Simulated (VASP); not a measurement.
A run of VASP 6.6.1 is set up as follows.

File INCAR:

```
PREC     = Accurate       # precision mode
ENCUT    = 520            # plane-wave cutoff, eV
EDIFF    = 1E-7           # SCF threshold, eV
ISMEAR   = 0              # smearing method
SIGMA    = 0.1            # smearing width, eV
LREAL    = F              # projectors in reciprocal space
LASPH    = T              # aspherical terms in the spheres
NELM     = 80             # most SCF steps
ALGO     = Normal         # electronic algorithm
ISIF     = 2              # what is computed and relaxed
LWAVE    = F              # write WAVECAR
LCHARG   = F              # write CHGCAR
GGA      = PE             # functional
NBANDS   = 20             # bands
```

The input KPOINTS:

```
Automatic mesh
0
Gamma
  6 6 6
```

Contents of POSCAR:

```
PbO2
1.0
    0.0000000000      2.7019920000      2.7019920000
    2.7019920000      0.0000000000      2.7019920000
    2.7019920000      2.7019920000      0.0000000000
Pb O
1 2
Direct
    0.0000000000      0.0000000000      0.0000000000
    0.2500000000      0.2500000000      0.2500000000
    0.7500000000      0.7500000000      0.7500000000
```

Potentials or basis: VASP PAW PBE potentials, release 64 (Pb_d, O).

Command:

```sh
$ cat potpaw_PBE.64/Pb_d/POTCAR potpaw_PBE.64/O/POTCAR > POTCAR
$ mpirun -np 1 vasp_std > vasp.out
```

Estimate the band gap on the k mesh.

zero (band 13 reaches 5.63 eV, above the bottom of band 14 at 4.44 eV).

Predict the pressure.

0.2 GPa.

Caveat: spin-orbit coupling is left out, which moves the levels of the heavy elements.
